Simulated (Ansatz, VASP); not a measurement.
## One calculation of BAs, two programs

```
B As
1.0
     0.00000    2.48404    2.29296
     2.48404    0.00000    2.29296
     2.48404    2.48404    0.00000
B As
1 1
Direct
  0.00000 0.00000 0.00000
  0.75000 0.75000 0.75000
```

Change from the starting cell: strain +0.040 along x and y, -0.040 along z, atoms carried along.

Alike in both runs: task single point; functional PBE; k mesh 10 × 10 × 10; occupations gaussian, width 0.05 eV; no spin polarisation.

|  | VASP | Ansatz |
| --- | --- | --- |
| version | VASP 6.6.1 | Ansatz 0.2.0 |
| potentials or method | VASP PAW PBE potentials, release 64 (B, As), cutoff 520 eV | scalar-relativistic, plane waves, PAW |
| valence electrons in the cell | 8 | 18 |

Ansatz gave:

- gap on the k mesh at the Fermi level (eV): 0.10
- least direct gap on the mesh (eV): 2.46
- pressure (GPa): -2.3
- traceless stress, the component that is largest in VASP (GPa): 9.40

Problem. Estimate VASP's values.

Solution. gap on the k mesh at the Fermi level (eV): 0.09; least direct gap on the mesh (eV): 2.46; pressure (GPa): -1.7; traceless stress, the component that is largest in VASP (GPa): 9.35.

With one functional, cell and mesh, what is left measures potentials, basis and numerics. VASP's potentials hold 8 valence electrons a cell and Ansatz's 18, so a difference there can come from the potentials and not from the codes.
